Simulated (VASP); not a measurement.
Here is a VASP 6.6.1 calculation.

File INCAR:

```
PREC = Accurate
ENCUT = 650
EDIFF = 1E-6
ISMEAR = -1
SIGMA = 0.05
LREAL = Auto
LASPH = True
NELM = 120
ALGO = Normal
ISIF = 2
LWAVE = False
LCHARG = False
GGA = PE
NELECT = 322.0
NBANDS = 188
GGA_COMPAT = False
KPAR = 2
NCORE = 2
```

File KPOINTS:

```
Automatic mesh
0
Gamma
  2 2 2
```

The input POSCAR:

```
Ba8LiTi8O24
1.0
    7.9400000000      0.0000000000      0.0000000000
    0.0000000000      7.9400000000      0.0000000000
    0.0000000000      0.0000000000      7.9400000000
Ba Ti O Li
8 8 24 1
Direct
    0.0173425693      0.0031234257      0.0245717884
    0.0132997481     -0.0015365239      0.5236775819
    0.0034382872      0.4729596977     -0.0377078086
   -0.0619773300      0.5122795970      0.5364231738
    0.4972921914     -0.0173551637      0.0261083123
    0.4723677582     -0.0273551637      0.4811083123
    0.5070780856      0.4945591940     -0.0009319899
    0.5125818640      0.4998236776      0.5266120907
    0.2654659950      0.2345088161      0.2631108312
    0.2797229219      0.2181738035      0.7796473552
    0.2284382872      0.7160327456      0.2422040302
    0.2368639798      0.7337657431      0.7424685139
    0.7481486146      0.2422418136      0.2748236776
    0.7509697733      0.1916624685      0.7699874055
    0.7237027708      0.7403526448      0.2226574307
    0.7256045340      0.7166876574      0.7590554156
    0.2509571788      0.2819395466     -0.0123425693
   -0.0011335013      0.2752644836      0.2994332494
    0.2646095718      0.0262468514      0.2234760705
    0.3110201511      0.2189672544      0.4953400504
   -0.0070654912      0.2238916877      0.7561586902
    0.2480604534     -0.0084634761      0.7558312343
    0.2647607053      0.7723425693      0.0166372796
    0.0003022670      0.7449118388      0.2304408060
    0.2529093199      0.4934886650      0.2734130982
    0.2298740554      0.7193576826      0.5044710327
   -0.0036523929      0.7392695214      0.7503652393
    0.2469773300      0.4796347607      0.7090428212
    0.7865113350      0.2708438287      0.0084760705
    0.5289042821      0.2276700252      0.2705541562
    0.7772292191     -0.0165994962      0.2555037783
    0.7448740554      0.2333123426      0.5148614610
    0.5110831234      0.2436397985      0.7880982368
    0.7595843829     -0.0280478589      0.7838413098
    0.7281108312      0.7468891688      0.0017380353
    0.5074811083      0.7297481108      0.2644206549
    0.7378085642      0.5001763224      0.2357808564
    0.7246977330      0.7560831234      0.5273047859
    0.4793450882      0.7419647355      0.7704911839
    0.7177707809      0.4851259446      0.7378589421
    0.1828463476      0.4090302267      0.5016372796
```

Potentials or basis: VASP PAW PBE potentials, release 64 (Ba_sv, Ti_sv, O, Li_sv).

Command:

```sh
$ cat potpaw_PBE.64/Ba_sv/POTCAR potpaw_PBE.64/Ti_sv/POTCAR potpaw_PBE.64/O/POTCAR potpaw_PBE.64/Li_sv/POTCAR > POTCAR
$ mpirun -np 4 vasp_std > vasp.out
```

Predict the largest force.

4.957 eV/Å.

Forces on the atoms (eV/Å):
```
Ba  -1.612 -0.460 -0.717
Ba  -1.564 -0.387 -1.467
Ba  -0.256  1.440  2.326
Ba  -0.336  0.001 -3.062
Ba   1.331  0.609 -1.551
Ba   2.647 -1.230  1.569
Ba  -0.592 -0.913  0.988
Ba  -1.465 -0.986 -2.816
Ti  -1.036  4.131  1.015
Ti  -0.566  1.558 -3.047
Ti  -0.637  0.040  0.391
Ti   0.166 -0.521  0.010
Ti   3.002 -0.086 -0.825
Ti   0.895  2.433  0.074
Ti   3.848 -0.312  3.110
Ti  -0.159  3.072 -0.749
O    0.239 -1.183  2.853
O    2.258 -1.001 -0.467
O   -0.907 -3.369  1.056
O   -2.404  1.452  0.329
O    0.629  0.407 -0.753
O    0.443 -0.590  0.165
O   -0.806 -2.037 -0.516
O    0.644 -0.708  0.821
O    0.218 -0.752 -0.639
O    0.422  1.785 -0.008
O    0.200  0.001  1.240
O   -0.501  0.021  1.530
O   -1.773 -2.161 -0.292
O   -3.252  0.554 -1.660
O   -1.123  0.850 -0.111
O   -0.245 -0.483  0.676
O   -0.558 -1.188 -0.465
O   -0.592  0.305 -0.361
O    0.446 -0.449 -1.382
O   -2.627  0.739 -0.199
O    0.543 -0.225  1.283
O    0.771 -0.259  0.236
O    0.670 -0.112 -0.590
O    1.372  0.715  2.666
Li   2.268 -0.703 -0.661
```

Caveat: the cell carries a net charge on a neutralising background, which shifts energy and pressure.
